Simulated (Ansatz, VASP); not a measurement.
## KI: VASP beside Ansatz

The input POSCAR:

```
KI
1.0
    2.5769874155     -4.4630089591      0.0000000000
    2.5769874155      4.4630089591      0.0000000000
    0.0000000000      0.0000000000      8.5908184480
K I
2 2
Direct
    0.5000000000      0.5000000000      0.5000000000
    0.5000000000      0.5000000000      0.0000000000
    0.8333974866      0.1666025134      0.2500000000
    0.1666025134      0.8333974866      0.7500000000
```

File INCAR.step1:

```
PREC = Accurate ; ENCUT = 520
ISMEAR = 0 ; SIGMA = 0.01
LREAL = False ; LASPH = True
NELM = 60 ; NBANDS = 24
GGA = PE ; ALGO = Normal
EDIFF = 1E-4 ; LWAVE = True
LCHARG = False
```

The input INCAR.step2:

```
PREC = Accurate ; ENCUT = 520
EDIFF = 1E-6 ; ISMEAR = 0
SIGMA = 0.01 ; LREAL = False
LASPH = True ; NELM = 60
ALGO = Normal ; ISIF = 2
LWAVE = False ; LCHARG = True
METAGGA = R2SCAN ; LMIXTAU = True
LELF = True ; LVHAR = True
NBANDS = 24 ; ISTART = 1
```

Contents of KPOINTS:

```
regular mesh
0
Gamma
  6 6 4
```

Input for Ansatz:

```yaml
crystal:
  lattice:
    - [2.5769874155, -4.4630089591, 0.0]
    - [2.5769874155, 4.4630089591, 0.0]
    - [0.0, 0.0, 8.590818448]
  atoms:
    - { symbol: K, position: [0.5, 0.5, 0.5] }
    - { symbol: K, position: [0.5, 0.5, 0.0] }
    - { symbol: I, position: [0.8333974866, 0.1666025134, 0.25] }
    - { symbol: I, position: [0.1666025134, 0.8333974866, 0.75] }
kpoints:
  mp_grid: { grid: [6, 6, 4] }
  band_path:
    path:
      - [0.0, 0.0, 0.0]
      - [2.59995e-05, 0.4999934999, 0.0]
      - [-0.3332943339, 0.6666406668, 0.0]
      - [0.0, 0.0, 0.5]
      - [2.59995e-05, 0.4999934999, 0.5]
      - [-0.3332943339, 0.6666406668, 0.5]
    npoints: 1
hamiltonian:
  xc: r2scan
scf:
  occupations: { method: fixed }
  n_extra_bands: 5
output:
  forces: true
  stress: true
  eigenvalues: true
  write_density: true
  write_potential: true
  elf: true
  volumetric_format: npy
```

Change from the starting cell: biaxial_xy strain +5.2%.

Alike in both runs: task single point; functional r2SCAN; k mesh 6 × 6 × 4; no spin polarisation.

```csv
,VASP,Ansatz
version,VASP 6.6.1,Ansatz 0.2.0
potentials or method,"VASP PAW PBE potentials, release 64 (K_sv, I)","plane waves, PAW"
plane-wave cutoff (eV),520,500
occupations,"gaussian, width 0.01 eV",fixed
valence electrons in the cell,32,52
```

```tsv
	VASP	Ansatz	Ansatz less VASP
gap on the k mesh at the Fermi level (eV)	4.33	4.33	+0.002
pressure (GPa)	-0.9	-0.9	+0.01
traceless stress, the component that is largest in VASP (GPa)	0.35	0.35	0.000
```

VASP's potentials were made for PBE, not for r2SCAN. VASP's potentials hold 32 valence electrons a cell and Ansatz's 52, so a difference there can come from the potentials and not from the codes.

Spin-orbit coupling is off throughout.
